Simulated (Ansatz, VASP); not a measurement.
GaS3: VASP beside Ansatz

```
Ga S
1.0
     5.20945    0.00000    0.00000
    -2.60472    4.51152    0.00000
     0.00000    0.00000    5.09000
Ga S
1 3
Cartesian
  0.0000 0.0000 0.0000
  2.6047 0.0000 0.0000
  -1.3024 2.2558 0.0000
  1.3024 2.2558 0.0000
```

Alike in both runs: task relaxation of cell and atoms; functional PBE; k mesh 12 × 12 × 10; occupations gaussian, width 0.1 eV; no spin polarisation.

```csv
,VASP,Ansatz
version,VASP 6.6.1,Ansatz 0.2.0
potentials or method,"VASP PAW PBE potentials, release 64 (Ga_d, S), cutoff 600 eV","scalar-relativistic, plane waves, PAW"
valence electrons in the cell,31,31
```

```csv
,VASP,Ansatz,Ansatz less VASP
"gap on the k mesh at the Fermi level, each at its own relaxed structure (eV)",none,none,-
relaxed volume (Å³/atom),29.75,31.92,+2.166
relaxed length of the cell vector where the two differ most in proportion (Å),5.091,5.462,+0.3705
```

A gap of «none» marks a metal or a gap that the smearing closes. One of these differences is far larger than is usual between the two programs; its cause wasn't traced.
